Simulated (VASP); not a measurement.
Sc:

```xyz
2
Lattice="3.3100 0.0000 0.0000 -1.6550 2.8665 0.0000 0.0000 0.0000 5.2700" Properties=species:S:1:pos:R:3 pbc="T T T"
Sc    0.0000    1.9110    1.3175
Sc    1.6550    0.9555    3.9525
```

```yaml
Program: VASP 6.6.1
Task: relaxation of cell and atoms
Functional: PBE
Potentials_or_basis: VASP PAW PBE potentials, release 64 (Sc_sv)
Cutoff: 600 eV
k_mesh: 24 × 24 × 12
Occupations: gaussian, width 0.1 eV
Spin: no spin polarisation
```

At the start: pressure -0.7 GPa; volume 25.00 Å³/atom.

Task: How do energy, volume and symmetry change on relaxing?

Result: Over 5 steps the energy falls by 2.7 meV/atom and the volume is 24.67 Å³/atom (-1.3 %); space group P6_3/mmc (No. 194, to 0.1 Å) before and after.

Step by step:
| step | energy change (eV) | largest force (eV/Å) | pressure (GPa) | volume (Å³) |
| --- | --- | --- | --- | --- |
| 1 | 0.0000 | 0.0000 | -0.65 | 50.00 |
| 2 | -0.0045 | 0.0000 | 0.11 | 49.27 |
| 3 | -0.0047 | 0.0000 | 0.32 | 49.07 |
| 4 | -0.0054 | 0.0000 | 0.04 | 49.31 |
| 5 | -0.0054 | 0.0000 | 0.00 | 49.34 |

Final structure:
```
Sc
1.0
     3.32117    0.00000    0.00000
    -1.66059    2.87622    0.00000
     0.00000    0.00000    5.16568
Sc
2
Direct
  0.33333 0.66667 0.25000
  0.66667 0.33333 0.75000
```
